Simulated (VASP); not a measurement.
Here is a VASP 6.6.1 calculation.

File INCAR:

```
PREC     = Accurate       # precision mode
ENCUT    = 520            # plane-wave cutoff, eV
EDIFF    = 1E-7           # SCF threshold, eV
ISMEAR   = -1             # smearing method
SIGMA    = 0.05           # smearing width, eV
LREAL    = False          # projectors in reciprocal space
LASPH    = True           # aspherical terms in the spheres
NELM     = 60             # most SCF steps
ALGO     = Normal         # electronic algorithm
ISIF     = 2              # what is computed and relaxed
LWAVE    = False          # write WAVECAR
LCHARG   = False          # write CHGCAR
GGA      = RP             # functional
IVDW     = 13             # dispersion correction
NBANDS   = 17             # bands
```

Contents of KPOINTS:

```
Automatic mesh
0
Gamma
  7 7 7
```

POSCAR

```
TePb
1.0
    0.0000000000      3.1650427173      3.1650427173
    3.1650427173      0.0000000000      3.1650427173
    3.1650427173      3.1650427173      0.0000000000
Pb Te
1 1
Direct
    0.0000000000      0.0000000000      0.0000000000
    0.5000000000      0.5000000000      0.5000000000
```

Potentials or basis: VASP PAW PBE potentials, release 64 (Pb_d, Te).

The run is started by

```bash
$ cat potpaw_PBE.64/Pb_d/POTCAR potpaw_PBE.64/Te/POTCAR > POTCAR
$ mpirun -np 1 vasp_std > vasp.out
```

(1) Estimate the pressure.

(2) What does it give for the dispersion energy per atom?

## Answers

(1) 2.9 GPa.

(2) -0.817 eV.

Caveat: the PAW data sets were made with another functional, which shifts forces and pressure a little.
